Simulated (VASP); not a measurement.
A run of VASP 6.6.1 is set up as follows.

The input POSCAR:

```
NaCl
1.0
    3.4595453127      0.0000000000      0.0000000000
    0.0000000000      3.4595453127      0.0000000000
    0.0000000000      0.0000000000      3.4595453127
Na Cl
1 1
Direct
    0.0000000000      0.0000000000      0.0000000000
    0.5000000000      0.5000000000      0.5000000000
```

The input INCAR.step1:

```
SYSTEM = NaCl
PREC = Accurate
ENCUT = 520
ISMEAR = 0
SIGMA = 0.01
LREAL = .False.
LASPH = .True.
NELM = 80
NBANDS = 14
GGA = PE
ALGO = Normal
EDIFF = 1E-4
LWAVE = .True.
LCHARG = .False.
```

The input INCAR.step2:

```
SYSTEM = NaCl
PREC = Accurate
ENCUT = 520
EDIFF = 1E-7
ISMEAR = 0
SIGMA = 0.01
LREAL = .False.
LASPH = .True.
NELM = 80
ALGO = Normal
ISIF = 2
LWAVE = .False.
LCHARG = .False.
METAGGA = R2SCAN
LMIXTAU = .True.
NBANDS = 14
ISTART = 1
```

Contents of KPOINTS:

```
Automatic mesh
0
Gamma
  8 8 8
  0 0 0
```

Potentials or basis: VASP PAW PBE potentials, release 64 (Na_pv, Cl).

Command:

```bash
$ cat potpaw_PBE.64/Na_pv/POTCAR potpaw_PBE.64/Cl/POTCAR > POTCAR
$ cp INCAR.step1 INCAR
$ mpirun -np 1 vasp_std > vasp.out
$ cp INCAR.step2 INCAR
$ mpirun -np 1 vasp_std > vasp.out
```

(1) Predict the pressure.

(2) What does it give for the band gap on the k mesh?

Answers

(1) -0.3 GPa.

(2) 4.95 eV (least direct gap 5.49 eV).

Caveat: the PAW data sets were made with another functional, which shifts forces and pressure a little.
